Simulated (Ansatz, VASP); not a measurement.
## Two plane-wave programs on TiO2

The input INCAR:

```
  PREC = Accurate
  ENCUT = 600
  EDIFF = 1E-6
  ISMEAR = -1
  SIGMA = 0.05
  LREAL = False
  LASPH = True
  NELM = 120
  ALGO = Normal
  ISIF = 2
  LWAVE = False
  LCHARG = True
  GGA = PE
  LELF = True
  LVHAR = True
  NBANDS = 46
  GGA_COMPAT = False
```

The input KPOINTS:

```
Automatic mesh
0
Gamma
  8 8 6
```

POSCAR

```
TiO2
1.0
    5.5822227355      0.0000000000      0.0000000000
   -2.7911113678      4.8343466985      0.0000000000
    0.0000000000      0.0000000000      6.0824678800
Ti O
3 6
Direct
    0.4669367500      0.0000000000      0.3333333333
    0.0000000000      0.4669367500      0.6666666667
    0.5330632500      0.5330632500      0.0000000000
    0.5810657200      0.8514331800      0.1206639333
    0.7296325400      0.1485668200      0.5460027333
    0.2703674600      0.4189342800      0.7873306000
    0.8514331800      0.5810657200      0.8793360667
    0.1485668200      0.7296325400      0.4539972667
    0.4189342800      0.2703674600      0.2126694000
```

The input input.yaml:

```yaml
crystal:
  lattice:
    - [5.5822227355, 0.0, 0.0]
    - [-2.7911113678, 4.8343466985, 0.0]
    - [0.0, 0.0, 6.08246788]
  atoms:
    - { symbol: Ti, position: [0.46693675, 0.0, 0.3333333333] }
    - { symbol: Ti, position: [0.0, 0.46693675, 0.6666666667] }
    - { symbol: Ti, position: [0.53306325, 0.53306325, 0.0] }
    - { symbol: O, position: [0.58106572, 0.85143318, 0.1206639333] }
    - { symbol: O, position: [0.72963254, 0.14856682, 0.5460027333] }
    - { symbol: O, position: [0.27036746, 0.41893428, 0.7873306] }
    - { symbol: O, position: [0.85143318, 0.58106572, 0.8793360667] }
    - { symbol: O, position: [0.14856682, 0.72963254, 0.4539972667] }
    - { symbol: O, position: [0.41893428, 0.27036746, 0.2126694] }
hamiltonian:
  xc: pbe
  pseudopotentials: { kind: paw }
kpoints:
  mp_grid: { grid: [8, 8, 6] }
scf:
  occupations: { method: fermi_dirac, width: 0.05 }
output:
  forces: true
  stress: true
  eigenvalues: true
```

Alike in both runs: task single point; functional PBE; k mesh 8 × 8 × 6; occupations fermi-dirac, width 0.05 eV; no spin polarisation.

```csv
,VASP,Ansatz
version,VASP 6.6.1,Ansatz 0.2.0
potentials or method,"VASP PAW PBE potentials, release 64 (Ti_sv, O)",Ansatz PAW
plane-wave cutoff (eV),600,420
valence electrons in the cell,72,72
```

Ansatz gave:

| Quantity | Value |
| --- | --- |
| gap on the k mesh at the Fermi level (eV) | 3.57 |
| least direct gap on the mesh (eV) | 3.57 |
| pressure (GPa) | 1.4 |
| rms of the force components (eV/Å) | 0.024 |

Problem. Estimate VASP's values.

Solution. gap on the k mesh at the Fermi level (eV): 3.54; least direct gap on the mesh (eV): 3.54; pressure (GPa): 1.8; rms of the force components (eV/Å): 0.043.

Atom by atom the forces differ by 0.019 eV/Å (rms over components).
